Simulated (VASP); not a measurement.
The system is C.

```
CELL_PARAMETERS angstrom
2.16904 -1.25237 0.00000
2.16904 1.25237 0.00000
-1.40612 0.00000 3.57153
ATOMIC_POSITIONS crystal
C 0.16664 0.16664 0.99991
C 0.83336 0.83336 0.00009
```

Base run:

```yaml
Program: VASP 6.6.1
Functional: PBEsol
Potentials_or_basis: VASP PAW PBE potentials, release 64 (C)
Cutoff: 520 eV
k_mesh: 13 × 13 × 8
Occupations: fermi-dirac, width 0.05 eV
Spin: no spin polarisation
```

Its results: band gap on the k mesh 0.90 eV, indirect (least direct gap 0.91 eV); pressure -12.8 GPa; largest force 0.005 eV/Å.

Q: After a change of settings the same cell gave: band gap on the k mesh 0.97 eV, indirect (least direct gap 0.98 eV); pressure -14.0 GPa; largest force 0.011 eV/Å. Which change was it?
A. functional from PBEsol to PBE; further incar settings from ALGO = Normal; EDIFF = 1e-07; NBANDS = 11 to ALGO = Normal; EDIFF = 1e-06; NBANDS = 11
B. further incar settings from ALGO = Normal; EDIFF = 1e-07; NBANDS = 11 to ALGO = Normal; EDIFF = 1e-06; NBANDS = 11
C. functional from PBEsol to LDA; potentials or basis from VASP PAW PBE potentials, release 64 (C) to VASP PAW LDA potentials, release 64 (C)
D. functional from PBEsol to r2SCAN

A: D.

Caveats: the PAW data sets were made with another functional, which shifts forces and pressure a little; this functional lacks dispersion, which binds the layers, so the pressure and a relaxed spacing across them are unreliable (some runs).
